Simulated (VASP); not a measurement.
Write the native input for VASP 6.6.1 that does the following.

```
Task                   : single point
Functional             : PBE
Potentials or basis    : VASP PAW PBE potentials, release 64 (Si)
Cutoff                 : 520 eV
k mesh                 : 10 × 10 × 10
Occupations            : gaussian, width 0.05 eV
Spin                   : no spin polarisation
Dipole correction      : no
Further INCAR settings : ALGO = Normal; EDIFF = 1e-06; NBANDS = 11
```

The structure of Si lies in POSCAR:

```
Si
1.0
    0.0000000000      2.6052280401      3.0134672739
    2.6052280401      0.0000000000      3.0134672739
    2.6052280401      2.6052280401      0.0000000000
Si
2
Direct
    0.5000000000      0.5000000000      0.5000000000
    0.7500000000      0.7500000000      0.7500000000
```

This cell differs from its parent crystal: volume 20.453 Å^3 an atom, c/a of the conventional cell 1.1567.

These files were run (other wordings do the same):

INCAR

```
SYSTEM = Si
ALGO = Normal
EDIFF = 1E-6
ENCUT = 520
GGA = PE
ISIF = 2
ISMEAR = 0
LASPH = .True.
LCHARG = .True.
LELF = .True.
LREAL = .False.
LVHAR = .True.
LWAVE = .False.
NBANDS = 11
NELM = 80
PREC = Accurate
SIGMA = 0.05
```

KPOINTS

```
k-points
0
Gamma
  10 10 10
  0 0 0
```

Potentials or basis: VASP PAW PBE potentials, release 64 (Si).

Command:

```sh
$ cat potpaw_PBE.64/Si/POTCAR > POTCAR
$ mpirun -np 1 vasp_std > vasp.out
```

It gave:

- Pressure: -0.6 GPa
- Band gap on the k mesh: zero (band 4 reaches 6.06 eV, above the bottom of band 5 at 5.87 eV)

Run time: 20 s on 1 thread of Intel(R) Xeon(R) 6975P-C (Granite Rapids), with other jobs on the host, peak memory 0.16 GiB.
